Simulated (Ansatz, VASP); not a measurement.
**BAs in VASP and in Ansatz**

```xyz
2
Lattice="0.0000 2.3885 2.3885 2.3885 0.0000 2.3885 2.3885 2.3885 0.0000" Properties=species:S:1:pos:R:3 pbc="T T T"
B     0.0000    0.0000    0.0000
As    3.5827    3.5827    3.5827
```

Alike in both runs: task relaxation of cell and atoms; functional PBEsol; k mesh 8 × 8 × 8; occupations methfessel-paxton of order 1, width 0.02 eV; no spin polarisation.

```csv
,VASP,Ansatz
version,VASP 6.6.1,Ansatz 0.2.0
potentials or method,"VASP PAW PBE potentials, release 64 (B, As), cutoff 500 eV","plane waves, PAW"
valence electrons in the cell,8,18
```

|  | VASP | Ansatz | Ansatz less VASP |
| --- | --- | --- | --- |
| relaxed volume (Å³/atom) | 13.63 | 13.55 | -0.078 |
| relaxed cell length with the largest relative difference (Å) | 3.378 | 3.371 | -0.0065 |

VASP's potentials were made for PBE, not for PBEsol. VASP's potentials hold 8 valence electrons a cell and Ansatz's 18, so a difference there can come from the potentials and not from the codes.

Noted on VASP's run: the relaxation stopped at its first step, so nothing moved.
